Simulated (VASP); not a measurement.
A run of VASP 6.6.1 is set up as follows.

The input POSCAR:

```
Re
1.0
    0.0000000000      2.0095629811      2.0095629811
    2.0095629811      0.0000000000      2.0095629811
    2.0095629811      2.0095629811      0.0000000000
Re
1
Direct
    0.0000000000      0.0000000000      0.0000000000
```

The input INCAR.step1:

```
PREC = Accurate
ENCUT = 520
ISMEAR = 0
SIGMA = 0.1
LREAL = False
LASPH = True
NELM = 100
NBANDS = 10
GGA = PE
ALGO = Normal
EDIFF = 1E-4
LWAVE = True
LCHARG = False
```

INCAR.step2

```
PREC = Accurate
ENCUT = 520
EDIFF = 1E-7
ISMEAR = 0
SIGMA = 0.1
LREAL = False
LASPH = True
NELM = 100
ALGO = Normal
ISIF = 2
LWAVE = False
LCHARG = True
METAGGA = R2SCAN
LMIXTAU = True
LELF = True
LVHAR = True
NBANDS = 10
ISTART = 1
```

Contents of KPOINTS:

```
Automatic mesh
0
Gamma
  18 18 18
```

Potentials or basis: VASP PAW PBE potentials, release 64 (Re).

Launch:

```sh
$ cat potpaw_PBE.64/Re/POTCAR > POTCAR
$ cp INCAR.step1 INCAR
$ mpirun -np 1 vasp_std > vasp.out
$ cp INCAR.step2 INCAR
$ mpirun -np 1 vasp_std > vasp.out
```

**Question.** Predict the pressure.

**Answer.** -30.4 GPa.

**Question.** What does it give for the band gap on the k mesh?

**Answer.** Zero (an odd number of electrons rules out a gap without spin polarisation).

Caveat: the cell stands under tension; the PAW data sets were made with another functional, which shifts forces and pressure a little; spin-orbit coupling is left out, which moves the levels of the heavy elements.
